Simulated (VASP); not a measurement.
Here is a VASP 6.6.1 calculation.

The input INCAR:

```
  PREC = Accurate
  ENCUT = 600
  EDIFF = 1E-6
  ISMEAR = 0
  SIGMA = 0.1
  LREAL = False
  LASPH = True
  NELM = 100
  ALGO = Normal
  ISIF = 3
  LWAVE = False
  LCHARG = False
  GGA = PE
  IBRION = 2
  NSW = 100
  EDIFFG = -0.01
```

Contents of KPOINTS:

```
regular mesh
0
Gamma
  6 6 12
```

The input POSCAR:

```
HgH
1.0
    6.5023227587      0.0000000000      0.0000000000
   -3.2511613793      5.6311766926      0.0000000000
    0.0000000000      0.0000000000      2.9232052625
Hg H
3 3
Direct
    0.5000000000      0.0000000000      0.0000000000
    0.5000000000      0.5000000000      0.0000000000
    0.0000000000      0.5000000000      0.0000000000
    0.0000000000      0.0000000000      0.0000000000
    0.3333333333      0.6666666667      0.5000000000
    0.6666666667      0.3333333333      0.5000000000
```

Potentials or basis: VASP PAW PBE potentials, release 64 (Hg, H).

Command:

```sh
$ cat potpaw_PBE.64/Hg/POTCAR potpaw_PBE.64/H/POTCAR > POTCAR
$ mpirun -np 1 vasp_std > vasp.out
```

Task: Predict the relaxed cell.

Result: a = 6.054 Å, b = 6.054 Å, c = 3.300 Å, α = 90.00°, β = 90.00°, γ = 120.00°.

Task: Predict the space group after relaxing (to 0.1 Å).

Result: P6/mmm (No. 191).

The path:
```
step  energy change (eV)  largest force (eV/Å)  pressure (GPa)  volume (Å³)
   1              0.0000                0.0000            0.22       107.04
   2             -0.0140                0.0000           -0.08       107.42
   3             -0.0384                0.0000           -0.66       108.35
   4             -0.0395                0.0000           -1.51       109.97
   5             -0.0527                0.0000           -1.20       108.63
   6             -0.0755                0.0000            0.08       104.59
   7             -0.0756                0.0000            0.19       104.29
   8             -0.0756                0.0000            0.14       104.42
   9             -0.0758                0.0000            0.12       104.46
  10             -0.0759                0.0000            0.11       104.49
  11             -0.0758                0.0000            0.09       104.55
  12             -0.0759                0.0000            0.12       104.51
  13             -0.0760                0.0000            0.03       104.75
```
